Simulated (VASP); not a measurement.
Input of a VASP 6.6.1 run:

INCAR

```
PREC     = Accurate       # precision mode
ENCUT    = 600            # plane-wave cutoff, eV
EDIFF    = 1E-6           # SCF threshold, eV
ISMEAR   = -1             # smearing method
SIGMA    = 0.05           # smearing width, eV
LREAL    = False          # projectors in reciprocal space
LASPH    = True           # aspherical terms in the spheres
NELM     = 80             # most SCF steps
ALGO     = Normal         # electronic algorithm
ISIF     = 3              # what is computed and relaxed
LWAVE    = False          # write WAVECAR
LCHARG   = False          # write CHGCAR
IBRION   = 2              # ionic algorithm
NSW      = 80             # ionic steps
EDIFFG   = -0.01          # ionic threshold
```

The input KPOINTS:

```
regular mesh
0
Gamma
  10 10 10
```

Contents of POSCAR:

```
BAs
1.0
    0.0000000000      2.3885000000      2.3885000000
    2.3885000000      0.0000000000      2.3885000000
    2.3885000000      2.3885000000      0.0000000000
As B
1 1
Direct
    0.7500000000      0.7500000000      0.7500000000
    0.0000000000      0.0000000000      0.0000000000
```

Potentials or basis: VASP PAW LDA potentials, release 64 (As, B).

The run is started by

```bash
$ cat potpaw_LDA.64/As/POTCAR potpaw_LDA.64/B/POTCAR > POTCAR
$ mpirun -np 1 vasp_std > vasp.out
```

Q: What does it give for the relaxed cell?

A: a = 3.353 Å, b = 3.353 Å, c = 3.353 Å, α = 60.00°, β = 60.00°, γ = 60.00°.

Q: What does it give for the relaxed volume?

A: 13.33 Å³/atom.

Final structure:
```
As B
1.0
     0.00000    2.37115    2.37115
     2.37115    0.00000    2.37115
     2.37115    2.37115    0.00000
As B
1 1
Direct
  0.75000 0.75000 0.75000
  0.00000 0.00000 0.00000
```

LDA usually gives volumes a few per cent too small. Zero-point motion and thermal expansion aren't in these numbers.
